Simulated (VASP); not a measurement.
Here is a VASP 6.6.1 calculation.

INCAR

```
SYSTEM = VN2
ALGO = Normal ; EDIFF = 1E-7
ENCUT = 520 ; GGA = CA
ISIF = 2 ; ISMEAR = 0
LASPH = .TRUE. ; LCHARG = .TRUE.
LELF = .TRUE. ; LREAL = .FALSE.
LVHAR = .TRUE. ; LWAVE = .FALSE.
NBANDS = 32 ; NELM = 100
PREC = Accurate ; SIGMA = 0.1
```

The input KPOINTS:

```
k-points
0
G
  12 12 12
  0 0 0
```

POSCAR

```
VN2
1.0
   -2.1507500000      2.1507500000      2.4913500000
    2.1507500000     -2.1507500000      2.4913500000
    2.1507500000      2.1507500000     -2.4913500000
V N
2 4
Direct
    0.2500000000      0.2500000000      0.0000000000
    0.7500000000      0.7500000000      0.0000000000
    0.1151000000      0.6151000000      0.7302000000
    0.6151000000      0.8849000000      0.5000000000
    0.8849000000      0.3849000000      0.2698000000
    0.3849000000      0.1151000000      0.5000000000
```

Potentials or basis: VASP PAW LDA potentials, release 64 (V_sv, N).

The run is started by

```bash
$ cat potpaw_LDA.64/V_sv/POTCAR potpaw_LDA.64/N/POTCAR > POTCAR
$ mpirun -np 1 vasp_std > vasp.out
```

(1) Estimate the largest force.

(2) Estimate the pressure.

(3) What does it give for the band gap on the k mesh?

Results:

(1) 0.543 eV/Å.

(2) -18.5 GPa.

(3) zero (bands 23 and 24 overlap by 0.36 eV).

Caveat: the cell stands under tension; the run has no spin polarisation, though such a crystal can be magnetic.
